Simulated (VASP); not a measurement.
# Sr3Cd (Pm-3m) in VASP: notebook

The runs below take Sr3Cd through single point, relaxation of cell and atoms, with PBE.

Everything below comes from runs of VASP 6.6.1. Logs are shortened: lines on timing, memory, paths and dates and some standing lists are left out, and cuts for length are marked.

### Step 1. The cell of the first run

The structure is cubic, space group Pm-3m (No. 221). The conventional cell has a = 5.088 Å, b = 5.088 Å, c = 5.088 Å, α = 90.00°, β = 90.00°, γ = 90.00°. Sr (site symmetry 4/mmm) has 8 Sr at 3.60 Å and 4 Cd at 3.60 Å within 4.7 Å. Within 4.7 Å of Cd (site symmetry m-3m) lie 12 Sr at 3.60 Å.

### Step 2. Single point, PBE

INCAR

```
SYSTEM = Sr3Cd
PREC = Accurate ; ENCUT = 520
EDIFF = 1E-7 ; ISMEAR = 0
SIGMA = 0.1 ; LREAL = .False.
LASPH = .True. ; NELM = 80
ALGO = Normal ; ISIF = 2
LWAVE = .False. ; LCHARG = .False.
GGA = PE ; NBANDS = 29
```

KPOINTS

```
regular mesh
0
Gamma
  4 4 4
  0 0 0
```

POSCAR

```
Sr3Cd
1.0
    5.0884446400      0.0000000000      0.0000000000
    0.0000000000      5.0884446400      0.0000000000
    0.0000000000      0.0000000000      5.0884446400
Sr Cd
3 1
Direct
    0.0000000000      0.5000000000      0.5000000000
    0.5000000000      0.0000000000      0.5000000000
    0.5000000000      0.5000000000      0.0000000000
    0.0000000000      0.0000000000      0.0000000000
```

Potentials or basis: VASP PAW PBE potentials, release 64 (Sr_sv, Cd).

On the command line:

```sh
> cat potpaw_PBE.64/Sr_sv/POTCAR potpaw_PBE.64/Cd/POTCAR > POTCAR
> mpirun -np 1 vasp_std > vasp.out
```

OUTCAR:

```text
SYSTEM = Sr3Cd
   PREC = Accurate
   ENCUT = 520
   EDIFF = 1E-7
   ISMEAR = 0
   LREAL = .False.
   LASPH = .True.
   NELM = 80
   ISIF = 2
   GGA = PE

 ion  position               nearest neighbor table
   1  0.000  0.500  0.500-   2 3.60   3 3.60   4 3.60   3 3.60   4 3.60   2 3.60   4 3.60   4 3.60
                             2 3.60   3 3.60   3 3.60   2 3.60
   2  0.500  0.000  0.500-   1 3.60   3 3.60   4 3.60   3 3.60   4 3.60   1 3.60   3 3.60   3 3.60
                             1 3.60   4 3.60   4 3.60   1 3.60
   3  0.500  0.500  0.000-   1 3.60   2 3.60   4 3.60   1 3.60   2 3.60   2 3.60   4 3.60   2 3.60
                             1 3.60   4 3.60   1 3.60   4 3.60
   4  0.000  0.000  0.000-   1 3.60   2 3.60   3 3.60   1 3.60   2 3.60   1 3.60   3 3.60   1 3.60
                             2 3.60   3 3.60   2 3.60   3 3.60

  LATTYP: Found a simple cubic cell.
 ALAT       =     5.0884446400

  Lattice vectors:

 A1 = (   5.0884446400,   0.0000000000,   0.0000000000)
 A2 = (   0.0000000000,   5.0884446400,   0.0000000000)
 A3 = (   0.0000000000,   0.0000000000,   5.0884446400)

Analysis of symmetry for initial positions (statically):
=====================================================================
 Subroutine PRICEL returns:
 Original cell was already a primitive cell.

 Routine SETGRP: Setting up the symmetry group for a
 simple cubic supercell.

 Subroutine GETGRP returns: Found 48 space group operations
 (whereof 48 operations were pure point group operations)
 out of a pool of 48 trial point group operations.

The static configuration has the point symmetry O_h .

Analysis of symmetry for dynamics (positions and initial velocities):
=====================================================================
 Subroutine PRICEL returns:
 Original cell was already a primitive cell.

 Routine SETGRP: Setting up the symmetry group for a
 simple cubic supercell.

 Subroutine GETGRP returns: Found 48 space group operations
 (whereof 48 operations were pure point group operations)
 out of a pool of 48 trial point group operations.

The dynamic configuration has the point symmetry O_h .

 Subroutine INISYM returns: Found 48 space group operations
 (whereof 48 operations are pure point group operations),
 and found     1 'primitive' translations

----------------------------------------------------------------------------------------

                                     Primitive cell

  volume of cell :     131.7514

  direct lattice vectors                    reciprocal lattice vectors
     5.088444640  0.000000000  0.000000000     0.196523706  0.000000000  0.000000000
     0.000000000  5.088444640  0.000000000     0.000000000  0.196523706  0.000000000
     0.000000000  0.000000000  5.088444640     0.000000000  0.000000000  0.196523706

  length of vectors
     5.088444640  5.088444640  5.088444640     0.196523706  0.196523706  0.196523706

  position of ions in fractional coordinates (direct lattice)
     0.000000000  0.500000000  0.500000000
     0.500000000  0.000000000  0.500000000
     0.500000000  0.500000000  0.000000000
     0.000000000  0.000000000  0.000000000

  ion indices of the primitive-cell ions
   primitive index   ion index
                 1           1
                 2           2
                 3           3
                 4           4

----------------------------------------------------------------------------------------

 KPOINTS: regular mesh

Automatic generation of k-mesh.
 Grid dimensions read from file:
 generate k-points for:    4    4    4

 Generating k-lattice:

  Cartesian coordinates                     Fractional coordinates (reciprocal lattice)
     0.049130927  0.000000000  0.000000000     0.250000000  0.000000000  0.000000000
     0.000000000  0.049130927  0.000000000     0.000000000  0.250000000  0.000000000
     0.000000000  0.000000000  0.049130927     0.000000000  0.000000000  0.250000000

  Length of vectors
     0.049130927  0.049130927  0.049130927

  Shift w.r.t. Gamma in fractional coordinates (k-lattice)
     0.000000000  0.000000000  0.000000000

 Subroutine IBZKPT returns following result:
 ===========================================

 Found     10 irreducible k-points:

 Following reciprocal coordinates:
            Coordinates               Weight
  0.000000  0.000000  0.000000      1.000000
  0.250000  0.000000  0.000000      6.000000
  0.500000  0.000000  0.000000      3.000000
  0.250000  0.250000  0.000000     12.000000
  0.500000  0.250000  0.000000     12.000000
  0.500000  0.500000  0.000000      3.000000
  0.250000  0.250000  0.250000      8.000000
  0.500000  0.250000  0.250000     12.000000
  0.500000  0.500000  0.250000      6.000000
  0.500000  0.500000  0.500000      1.000000
   k-points           NKPTS =     10   k-points in BZ     NKDIM =     10   number of bands    NBANDS=     29
   number of dos      NEDOS =    301   number of ions     NIONS =      4
   total plane-waves  NPLWV =  64000
   dimension x,y,z NGX =    40 NGY =   40 NGZ =   40
   dimension x,y,z NGXF=    80 NGYF=   80 NGZF=   80
   ions per type =               3   1
   NGX,Y,Z   is equivalent  to a cutoff of  13.07, 13.07, 13.07 a.u.
   NGXF,Y,Z  is equivalent  to a cutoff of  26.14, 26.14, 26.14 a.u.
 SYSTEM =  Sr3Cd
   PREC   = accura    normal or accurate (medium, high low for compatibility)
   ISTART =      0    job   : 0-new  1-cont  2-samecut
   ICHARG =      2    charge: 1-file 2-atom 10-const
   ISPIN  =      1    spin polarized calculation?
   LNONCOLLINEAR =      F non collinear calculations
   LSORBIT =      F    spin-orbit coupling
   LASPH  =      T    aspherical Exc in radial PAW
   ENCUT  =  520.0 eV  38.22 Ry    6.18 a.u.   9.46  9.46  9.46*2*pi/ulx,y,z
   NELM   =     80;   NELMIN=  2; NELMDL= -5     # of ELM steps
   EDIFF  = 0.1E-06   stopping-criterion for ELM
   LREAL  =      F    real-space projection
   EDIFFG = 0.1E-05   stopping-criterion for IOM
   NSW    =      0    number of steps for IOM
   IBRION =     -1    ionic relax: 0-MD 1-quasi-New 2-CG
   NFREE  =      0    steps in history (QN), initial steepest desc. (CG)
   ISIF   =      2    stress and relaxation
   ISYM   =      2    0-nonsym 1-usesym 2-fastsym
   POTIM  = 0.5000    time-step for ionic-motion
   TEBEG  =    0.0;   TEEND  =   0.0 temperature during run
   PSTRESS=    0.0 pullay stress
   NELECT =      42.0000    total number of electrons
   NUPDOWN=      -1.0000    fix difference up-down
   EMIN   =  10.00;   EMAX   =-10.00  energy-range for DOS
   EFERMI =   0.00;   METHOD = LEGACY
   ISMEAR =     0;   SIGMA  =   0.10  broadening in eV -4-tet -1-fermi 0-gaus
   EFERMI_NEDOS =   21; number of points for ismear=-14 and -15
   IALGO  =     38    algorithm
   IMIX   =      4    mixing-type and parameters
     AMIX     =   0.40;   BMIX     =  1.00
     AMIX_MAG =   1.60;   BMIX_MAG =  1.00
  volume/ion in A,a.u.               =      32.94       222.28
  Fermi-wavevector in a.u.,A,eV,Ry     =   1.118337  2.113351 17.016517  1.250679
  Thomas-Fermi vector in A             =   2.254968
   LORBIT       =      0    0 simple, 1 ext, 2 COOP (PROOUT), +10 PAW based schemes
   GGA     = PE    functional components
   LHFCALC =     F    Hartree Fock is set to
   AEXX    =    0.0000 exact exchange contribution
   IVDW    =     0    specifies the selected vdW correction
   LEPSILON=     F    determine dielectric tensor
   LRPA    =     F    only Hartree local field effects (RPA)
 non-spin polarized calculation
 Gauss-broadening in eV      SIGMA  =   0.10
  energy-cutoff  :      520.00
  volume of cell :      131.75
 maximum number of plane-waves:      3575
 NGX is ok and might be reduce to    40
   NGX = 19   NGY = 19   NGZ = 19

 number of electron      41.9999987 magnetization

 Free energy of the ion-electron system (eV)
  ---------------------------------------------------
  ext. energy  EPLUGINS =         0.00000000
  ---------------------------------------------------
  free energy    TOTEN  =        -5.31684856 eV

  energy without entropy =       -5.28302100  energy(sigma->0) =       -5.29993478

 E-fermi :   3.0105     XC(G=0):  -9.0690

 val. band max:        2.9048326838   @ k =   0.5000   0.5000   0.0000
 cond. band min:       3.0234352496   @ k =   0.5000   0.5000   0.2500
 fundamental gap:      0.1186025658
 Fermi energy:         3.0105356606

 k-point     1 :       0.0000    0.0000    0.0000
  band No.  band energies     occupation
      1     -32.9879      2.00000
      2     -32.8602      2.00000
      3     -32.8602      2.00000
      4     -15.3386      2.00000
      5     -15.3386      2.00000
      6     -15.3386      2.00000
[... 21 lines left out ...]
     28       7.2858      0.00000
     29       7.2858      0.00000

 k-point     2 :       0.2500    0.0000    0.0000
  band No.  band energies     occupation
      1     -32.9717      2.00000
      2     -32.8765      2.00000
      3     -32.8600      2.00000
      4     -15.2873      2.00000
      5     -15.2873      2.00000
      6     -15.2590      2.00000
[... 21 lines left out ...]
     28       6.7067      0.00000
     29       7.0696      0.00000

 k-point     3 :       0.5000    0.0000    0.0000
  band No.  band energies     occupation
      1     -32.9453      2.00000
      2     -32.9028      2.00000
      3     -32.8598      2.00000
      4     -15.2173      2.00000
      5     -15.2173      2.00000
      6     -15.0631      2.00000
[... 21 lines left out ...]
     28       5.7447      0.00000
     29       6.1643      0.00000

 k-point     4 :       0.2500    0.2500    0.0000
  band No.  band energies     occupation
      1     -32.9572      2.00000
      2     -32.8813      2.00000
      3     -32.8692      2.00000
      4     -15.3275      2.00000
      5     -15.2326      2.00000
      6     -15.1331      2.00000
[... 149 lines left out ...]
     28       6.6149      0.00000
     29       6.6722      0.00000

 k-point     9 :       0.5000    0.5000    0.2500
  band No.  band energies     occupation
      1     -32.9021      2.00000
      2     -32.9020      2.00000
      3     -32.9020      2.00000
      4     -15.4877      2.00000
      5     -15.2775      2.00000
      6     -15.1882      2.00000
[... 21 lines left out ...]
     28       6.1210      0.00000
     29       6.5441      0.00000

 k-point    10 :       0.5000    0.5000    0.5000
  band No.  band energies     occupation
      1     -32.9018      2.00000
      2     -32.9018      2.00000
      3     -32.9018      2.00000
      4     -15.5932      2.00000
      5     -15.2738      2.00000
      6     -15.2738      2.00000
[... 21 lines left out ...]
     28       5.7387      0.00000
     29       6.7929      0.00000

------------------------ aborting loop because EDIFF is reached ----------------------------------------

  FORCE on cell =-STRESS in cart. coord.  units (eV):
  Direction    XX          YY          ZZ          XY          YZ          ZX
  --------------------------------------------------------------------------------------
  -------------------------------------------------------------------------------------
  Total        5.0590808      5.0590808      5.0590808      0.0000000     -0.0000000      0.0000000
  in kB       61.5215165     61.5215165     61.5215165      0.0000000     -0.0000000      0.0000000
  external PRESSURE =      61.5215165 kB  Pullay stress =       0.0000000 kB

 VOLUME and BASIS-vectors are now :
 -----------------------------------------------------------------------------
  energy-cutoff  :      520.00
  volume of cell :      131.75
      direct lattice vectors                 reciprocal lattice vectors
     5.088444640  0.000000000  0.000000000     0.196523706  0.000000000  0.000000000
     0.000000000  5.088444640  0.000000000     0.000000000  0.196523706  0.000000000
     0.000000000  0.000000000  5.088444640     0.000000000  0.000000000  0.196523706

 POSITION                                       TOTAL-FORCE (eV/Angst)
 -----------------------------------------------------------------------------------
      0.00000      2.54422      2.54422         0.000000      0.000000      0.000000
      2.54422      0.00000      2.54422         0.000000      0.000000      0.000000
      2.54422      2.54422      0.00000         0.000000      0.000000      0.000000
      0.00000      0.00000      0.00000         0.000000      0.000000      0.000000
 -----------------------------------------------------------------------------------
    total drift:                                0.000000     -0.000000     -0.000000

  FREE ENERGIE OF THE ION-ELECTRON SYSTEM (eV)
  ---------------------------------------------------
  free  energy   TOTEN  =        -5.3168485640 eV

  energy  without entropy=       -5.2830209959  energy(sigma->0) =       -5.29993478
```

It took 40 s on 1 thread of Intel Xeon Platinum 8488C (Sapphire Rapids), shared host; peak memory 0.26 GiB.

Results:

- Free energy: -5.3168 eV
- Pressure: 6.2 GPa
- Band gap on the k mesh: zero (band 21 reaches 3.40 eV, above the bottom of band 22 at 2.81 eV)

### Step 3. Single point, PBE

This run uses another cell than the first one, of 42.86 Å³/atom, 1.301 times its volume.

INCAR

```
  PREC = Accurate
  ENCUT = 520
  EDIFF = 1E-6
  ISMEAR = 0
  SIGMA = 0.1
  LREAL = False
  LASPH = True
  NELM = 80
  ALGO = Normal
  ISIF = 2
  LWAVE = False
  LCHARG = False
  GGA = PE
  NBANDS = 29
```

KPOINTS

```
regular mesh
0
Gamma
  4 4 4
```

POSCAR

```
Sr3Cd
1.0
    5.5554418908      0.0000000000      0.0000000000
    0.0000000000      5.5554418908      0.0000000000
    0.0000000000      0.0000000000      5.5554418908
Sr Cd
3 1
Direct
    0.0000000000      0.5000000000      0.5000000000
    0.5000000000      0.0000000000      0.5000000000
    0.5000000000      0.5000000000      0.0000000000
    0.0000000000      0.0000000000      0.0000000000
```

Potentials or basis: VASP PAW PBE potentials, release 64 (Sr_sv, Cd).

On the command line:

```sh
> cat potpaw_PBE.64/Sr_sv/POTCAR potpaw_PBE.64/Cd/POTCAR > POTCAR
> mpirun -np 1 vasp_std > vasp.out
```

Run time: 40 s. Hardware: 1 thread of Intel Xeon Platinum 8488C (Sapphire Rapids), shared host; peak memory 0.26 GiB.

It converged, with:

```
Free energy            : -5.9396 eV
Pressure               : -0.1 GPa
Band gap on the k mesh : zero (band 21 reaches 2.32 eV, above the bottom of band 22 at 1.74 eV)
```

Levels at points of the mesh, in eV from the Fermi level:
| k point | band 19 | band 20 | band 21 | band 22 | band 23 | band 24 |
| --- | --- | --- | --- | --- | --- | --- |
| (0.00, 0.00, 0.00) | -1.58 | 0.16 | 0.16 | 0.80 | 0.80 | 0.80 |
| (0.50, 0.00, 0.00) | -2.58 | -0.28 | 0.25 | 0.25 | 1.12 | 1.21 |
| (0.50, 0.50, 0.00) | -1.52 | -1.52 | -0.84 | 0.21 | 1.06 | 1.28 |
| (0.50, 0.50, 0.50) | -0.61 | -0.61 | -0.61 | -0.14 | -0.14 | -0.14 |

### Step 4. Relaxation of cell and atoms, PBE

INCAR

```
SYSTEM = Sr3Cd
ALGO     = Fast           ! electronic algorithm
EDIFF    = 1E-6           ! SCF threshold, eV
EDIFFG   = -0.04          ! ionic threshold
ENCUT    = 600            ! plane-wave cutoff, eV
GGA      = PE             ! functional
IBRION   = 2              ! ionic algorithm
ISIF     = 3              ! what is computed and relaxed
ISMEAR   = 0              ! smearing method
LASPH    = .True.         ! aspherical terms in the spheres
LCHARG   = .False.        ! write CHGCAR
LREAL    = .False.        ! projectors in reciprocal space
LWAVE    = .False.        ! write WAVECAR
NELM     = 60             ! most SCF steps
NSW      = 90             ! ionic steps
PREC     = Accurate       ! precision mode
SIGMA    = 0.1            ! smearing width, eV
```

KPOINTS

```
k-points
0
Gamma
  4 4 4
  0 0 0
```

POSCAR

```
Sr3Cd
1.0
    5.0884446400      0.0000000000      0.0000000000
    0.0000000000      5.0884446400      0.0000000000
    0.0000000000      0.0000000000      5.0884446400
Sr Cd
3 1
Direct
    0.0000000000      0.5000000000      0.5000000000
    0.5000000000      0.0000000000      0.5000000000
    0.5000000000      0.5000000000      0.0000000000
    0.0000000000      0.0000000000      0.0000000000
```

On the command line:

```sh
> cat potpaw_PBE.64/Sr_sv/POTCAR potpaw_PBE.64/Cd/POTCAR > POTCAR
> mpirun -np 1 vasp_std > vasp.out
```

Wall time 3.6 min (1 thread of Intel Xeon Platinum 8488C (Sapphire Rapids), shared host); peak memory 0.29 GiB.

Results (log left out):

| Property | Result |
| --- | --- |
| Free energy | -5.9360 eV |
| Relaxed volume | 42.75 Å³/atom |
| Relaxed cell | a = 5.551 Å, b = 5.551 Å, c = 5.551 Å, α = 90.00°, β = 90.00°, γ = 90.00° |
| Space group after relaxing (to 0.05 Å) | Pm-3m (No. 221) |
| Energy gained by relaxing | 155.0 meV/atom |
| Ionic steps | 4 |
| Pressure after relaxing | 0.0 GPa |
| Band gap on the k mesh | zero (band 21 reaches 2.33 eV, above the bottom of band 22 at 1.75 eV) |

The path:
| step | energy change (eV) | largest force (eV/Å) | pressure (GPa) | volume (Å³) |
| --- | --- | --- | --- | --- |
| 1 | 0.0000 | 0.0000 | 6.14 | 131.75 |
| 2 | -0.5635 | 0.0000 | 1.44 | 157.33 |
| 3 | -0.6136 | 0.0000 | -0.41 | 175.52 |
| 4 | -0.6198 | 0.0000 | -0.03 | 171.02 |

Final structure:
```
Sr Cd
1.0
     5.55070    0.00000    0.00000
     0.00000    5.55070    0.00000
     0.00000    0.00000    5.55070
Sr Cd
3 1
Direct
  0.00000 0.50000 0.50000
  0.50000 0.00000 0.50000
  0.50000 0.50000 0.00000
  0.00000 0.00000 0.00000
```

Levels at points of the mesh, in eV from the Fermi level:
```tsv
k point	band 19	band 20	band 21	band 22	band 23	band 24
(0.00, 0.00, 0.00)	-1.58	0.16	0.16	0.80	0.80	0.80
(0.50, 0.00, 0.00)	-2.58	-0.29	0.25	0.25	1.12	1.21
(0.50, 0.50, 0.00)	-1.52	-1.52	-0.84	0.20	1.06	1.28
(0.50, 0.50, 0.50)	-0.60	-0.60	-0.60	-0.14	-0.14	-0.14
```

Caveat: the volume moved by over 15 % at a fixed basis, so the end points are rough.

### Step 5. Single point, PBE

This run uses another cell than the first one, of 42.93 Å³/atom, 1.303 times its volume.

INCAR

```
SYSTEM = Sr3Cd
PREC = Accurate
ENCUT = 520
EDIFF = 1E-6
ISMEAR = 0
SIGMA = 0.1
LREAL = .False.
LASPH = .True.
NELM = 60
ALGO = Fast
ISIF = 2
LWAVE = .False.
LCHARG = .False.
GGA = PE
NBANDS = 29
```

KPOINTS

```
regular mesh
0
Gamma
  8 8 8
  0 0 0
```

POSCAR

```
Sr3Cd
1.0
    5.5583460159      0.0000000000      0.0000000000
    0.0000000000      5.5583460159      0.0000000000
    0.0000000000      0.0000000000      5.5583460159
Sr Cd
3 1
Direct
    0.0000000000      0.5000000000      0.5000000000
    0.5000000000      0.0000000000      0.5000000000
    0.5000000000      0.5000000000      0.0000000000
    0.0000000000      0.0000000000      0.0000000000
```

On the command line:

```sh
> cat potpaw_PBE.64/Sr_sv/POTCAR potpaw_PBE.64/Cd/POTCAR > POTCAR
> mpirun -np 1 vasp_std > vasp.out
```

Run time: 4.2 min. Hardware: 1 thread of Intel Xeon Platinum 8488C (Sapphire Rapids), shared host; peak memory 0.35 GiB.

It converged, with:

```yaml
Free_energy: -5.8768 eV
Pressure: 0.1 GPa
Band_gap_on_the_k_mesh: zero (band 21 reaches 2.31 eV, above the bottom of band 22 at 1.72 eV)
```

Levels at points of the mesh, in eV from the Fermi level:
```csv
k point,band 19,band 20,band 21,band 22,band 23,band 24
"(0.00, 0.00, 0.00)",-1.56,0.18,0.18,0.82,0.82,0.82
"(0.50, 0.00, 0.00)",-2.57,-0.26,0.26,0.26,1.15,1.22
"(0.50, 0.50, 0.00)",-1.51,-1.51,-0.82,0.22,1.08,1.30
"(0.50, 0.50, 0.50)",-0.59,-0.59,-0.59,-0.14,-0.14,-0.14
```

### Step 6. Summary

```tsv
task	cell	k mesh	cutoff (eV)	gap on the mesh (eV)	pressure (GPa)
single point	a = 5.088 Å, 4 atoms	4 × 4 × 4	520	none	6.2
single point	a = 5.555 Å, 4 atoms	4 × 4 × 4	520	none	-0.1
relaxation of cell and atoms	relaxed from a = 5.088 Å, 4 atoms	4 × 4 × 4	600	none	0.0
single point	a = 5.558 Å, 4 atoms	8 × 8 × 8	520	none	0.1
```

Alike in all rows: level PBE; potentials or basis VASP PAW PBE potentials, release 64 (Sr_sv, Cd); no spin polarisation; smearing gaussian 0.1 eV.

Caveats: the volume moved by over 15 % at a fixed basis, so the end points are rough (some runs).

Total energies depend on the potentials used, so only differences within one code and one set of settings carry meaning.
